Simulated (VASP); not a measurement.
Wanted: the native input for a VASP 6.6.1 run.

| Item | Value |
| --- | --- |
| Task | single point |
| Functional | PBE |
| Potentials or basis | VASP PAW PBE potentials, release 64 (B) |
| Cutoff | 520 eV |
| k mesh | 16 × 16 × 1 |
| Occupations | gaussian, width 0.1 eV |
| Spin | no spin polarisation |
| Dipole correction | yes |
| Further INCAR settings | ALGO = Normal; EDIFF = 1e-07; NBANDS = 12 |

The structure of B lies in POSCAR:

```
B
1.0
    2.9362673962     -0.4199577711      0.0000000000
   -1.1038361564      2.7531030659      0.0000000000
    0.0000000000      0.0000000000     23.8000000000
B
3
Direct
    0.7822614800      0.2177385200      0.2941176471
    0.4489281467      0.5510718533      0.2941176471
    0.1155948133      0.8844051867      0.2941176471
```

The input as run:

INCAR

```
SYSTEM = B
  PREC = Accurate
  ENCUT = 520
  EDIFF = 1E-7
  ISMEAR = 0
  SIGMA = 0.1
  LREAL = .FALSE.
  LASPH = .TRUE.
  NELM = 60
  ALGO = Normal
  ISIF = 2
  LWAVE = .FALSE.
  LCHARG = .FALSE.
  LDIPOL = .TRUE.
  IDIPOL = 3
  DIPOL = 0.5 0.5 0.294
  GGA = PE
  NBANDS = 12
```

KPOINTS

```
Automatic mesh
0
G
  16 16 1
  0 0 0
```

Potentials or basis: VASP PAW PBE potentials, release 64 (B).

The run is started by

```sh
$ cat potpaw_PBE.64/B/POTCAR > POTCAR
$ mpirun -np 1 vasp_std > vasp.out
```

It took 2.3 min on 1 thread of AMD EPYC 9R14 (Zen 4), on a shared host, peak memory 0.34 GiB.
